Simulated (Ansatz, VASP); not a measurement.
**One calculation of C, two programs**

```
CELL_PARAMETERS angstrom
2.54426 0.00000 0.00000
0.00000 3.59812 0.00000
0.00000 0.00000 2.50317
ATOMIC_POSITIONS crystal
C 0.00000 0.00000 0.00000
C 0.50000 0.50000 0.50000
C 0.00000 0.25000 0.50000
C 0.50000 0.75000 0.00000
```

Alike in both runs: task single point; functional PBE; k mesh 8 × 6 × 8; occupations gaussian, width 0.1 eV; no spin polarisation.

```csv
,VASP,Ansatz
version,VASP 6.6.1,Ansatz 0.2.0
potentials or method,"VASP PAW PBE potentials, release 64 (C), cutoff 600 eV","scalar-relativistic, plane waves, PAW"
valence electrons in the cell,16,16
```

|  | VASP | Ansatz | Ansatz less VASP |
| --- | --- | --- | --- |
| gap on the k mesh at the Fermi level (eV) | 4.00 | 4.01 | +0.007 |
| least direct gap on the mesh (eV) | 4.50 | 4.51 | +0.007 |
| pressure (GPa) | -2.4 | -2.4 | +0.02 |
| traceless stress, the component that is largest in VASP (GPa) | 11.70 | 11.64 | -0.063 |
| rms of the force components (eV/Å) | 0.024 | 0.021 | -0.0026 |

Atom by atom the forces differ by 0.003 eV/Å (rms over components).
